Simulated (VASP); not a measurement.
Input of a VASP 6.6.1 run:

The input INCAR:

```
SYSTEM = Pb
PREC = Accurate
ENCUT = 520
EDIFF = 1E-6
ISMEAR = 0
SIGMA = 0.15
LREAL = .False.
LASPH = .True.
NELM = 60
ALGO = Fast
ISIF = 2
LWAVE = .False.
LCHARG = .False.
GGA = CA
NBANDS = 13
```

The input KPOINTS:

```
Automatic mesh
0
Gamma
  18 18 18
  0 0 0
```

File POSCAR:

```
Pb
1.0
   -2.0786425450      2.0786425450      2.0786425450
    2.0786425450     -2.0786425450      2.0786425450
    2.0786425450      2.0786425450     -2.0786425450
Pb
1
Direct
    0.0000000000      0.0000000000      0.0000000000
```

Potentials or basis: VASP PAW LDA potentials, release 64 (Pb_d).

Run with:

```bash
$ cat potpaw_LDA.64/Pb_d/POTCAR > POTCAR
$ mpirun -np 1 vasp_std > vasp.out
```

Question: What does it give for the band gap on the k mesh?

Answer: Zero (bands 7 and 8 overlap by 7.80 eV).

Question: Predict the pressure.

Answer: -6.6 GPa.

Caveat: the cell differs from its parent crystal (strain +0.050 along x and y, +0.050 along z); the cell stands under tension; spin-orbit coupling is left out, which moves the levels of the heavy elements.
